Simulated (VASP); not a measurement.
Write the native input for VASP 6.6.1 that does the following.

| Property | Result |
| --- | --- |
| Task | single point |
| Functional | PBE |
| Dispersion | D3(BJ) |
| Potentials or basis | VASP PAW PBE potentials, release 64 (C) |
| Cutoff | 520 eV |
| k mesh | 18 × 18 × 6 |
| Occupations | gaussian, width 0.1 eV |
| Spin | no spin polarisation |
| Dipole correction | no |
| Further INCAR settings | ALGO = Normal; EDIFF = 1e-06; NBANDS = 16 |

The structure of C lies in POSCAR:

```
C
1.0
    1.2265223374     -2.1211010889      0.0000000000
    1.2265223374      2.1211010889      0.0000000000
    0.0000000000      0.0000000000      6.0505618120
C
4
Direct
    0.0832847505      0.9167152495      0.7500000000
    0.5832847505      0.4167152495      0.2500000000
    0.9167152495      0.0832847505      0.2500000000
    0.4167152495      0.5832847505      0.7500000000
```

The input as run:

INCAR

```
SYSTEM = C
PREC = Accurate
ENCUT = 520
EDIFF = 1E-6
ISMEAR = 0
SIGMA = 0.1
LREAL = .False.
LASPH = .True.
NELM = 60
ALGO = Normal
ISIF = 2
LWAVE = .False.
LCHARG = .False.
GGA = PE
IVDW = 12
NBANDS = 16
```

KPOINTS

```
Automatic mesh
0
Gamma
  18 18 6
  0 0 0
```

Potentials or basis: VASP PAW PBE potentials, release 64 (C).

Run with:

```sh
$ cat potpaw_PBE.64/C/POTCAR > POTCAR
$ mpirun -np 1 vasp_std > vasp.out
```

It gave:

```
Pressure                   : 8.4 GPa
Band gap on the k mesh     : zero (bands 8 and 9 overlap by 0.16 eV)
Dispersion energy per atom : -0.176 eV
```

Caveat: the cell stands under pressure.

Run time: 78 s on 1 thread of AMD EPYC 9R45 96-Core Processor (Zen 5), on a shared host, peak memory 0.22 GiB.
